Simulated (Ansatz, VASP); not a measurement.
C: VASP beside Ansatz

Contents of INCAR:

```
ALGO     = Normal         # electronic algorithm
DIPOL    = 0.5 0.5 0.343
EDIFF    = 1E-7           # SCF threshold, eV
ENCUT    = 520            # plane-wave cutoff, eV
GGA      = PE             # functional
IDIPOL   = 3            
ISIF     = 2              # what is computed and relaxed
ISMEAR   = 0              # smearing method
IVDW     = 12             # dispersion correction
LASPH    = True           # aspherical terms in the spheres
LCHARG   = True           # write CHGCAR
LDIPOL   = True         
LELF     = True           # ELF
LREAL    = False          # projectors in reciprocal space
LVACPOTAV= True         
LVHAR    = True         
LWAVE    = False          # write WAVECAR
NBANDS   = 16             # bands
NELM     = 60             # most SCF steps
PREC     = Accurate       # precision mode
SIGMA    = 0.1            # smearing width, eV
```

Contents of KPOINTS:

```
k-points
0
Gamma
  15 15 1
```

The input POSCAR:

```
C
1.0
    2.4656524409      0.0000000000      0.0000000000
   -1.2328262205      2.1353176508      0.0000000000
    0.0000000000      0.0000000000     17.5000663883
C
4
Direct
    0.6666666667      0.3333333333      0.2571437784
    0.3333333333      0.6666666667      0.2571418816
    1.1666666667      0.6666666667      0.4291450227
    1.5000000000      0.3333333333      0.4291431259
```

Input for Ansatz:

```yaml
crystal:
  lattice:
    - [2.4656524409, 0.0, 0.0]
    - [-1.2328262205, 2.1353176508, 0.0]
    - [0.0, 0.0, 17.5000663883]
  atoms:
    - { symbol: C, position: [0.6666666667, 0.3333333333, 0.2571437784] }
    - { symbol: C, position: [0.3333333333, 0.6666666667, 0.2571418816] }
    - { symbol: C, position: [1.1666666667, 0.6666666667, 0.4291450227] }
    - { symbol: C, position: [1.5, 0.3333333333, 0.4291431259] }
basis:
  ecutwfc: 420
kpoints:
  mp_grid: { grid: [15, 15, 1] }
hamiltonian:
  xc: pbe
  pseudopotentials: { kind: paw, azcp: { folder: soft_1 } }
  dispersion: d3bj
scf:
  occupations: { method: gaussian, width: 0.1 }
output:
  forces: true
  eigenvalues: true
efield:
  axis: 3
  dipole_correction: true
  ramp_width: 0.04
```

Alike in both runs: task single point; functional PBE; dispersion D3(BJ); k mesh 15 × 15 × 1; occupations gaussian, width 0.1 eV; no spin polarisation.

|  | VASP | Ansatz |
| --- | --- | --- |
| version | VASP 6.6.1 | Ansatz 0.2.0 |
| potentials or method | VASP PAW PBE potentials, release 64 (C), cutoff 520 eV | scalar-relativistic, plane waves, PAW |
| valence electrons in the cell | 16 | 16 |

|  | VASP | Ansatz | Ansatz less VASP |
| --- | --- | --- | --- |
| gap on the k mesh at the Fermi level (eV) | 0.93 | 0.93 | +0.001 |
| least direct gap on the mesh (eV) | 0.97 | 0.97 | +0.001 |
| rms of the force components (eV/Å) | 0.133 | 0.133 | -0.0001 |

Atom by atom the forces differ by 0.000 eV/Å (rms over components). Ansatz's warnings: structure snapped to symmetry.
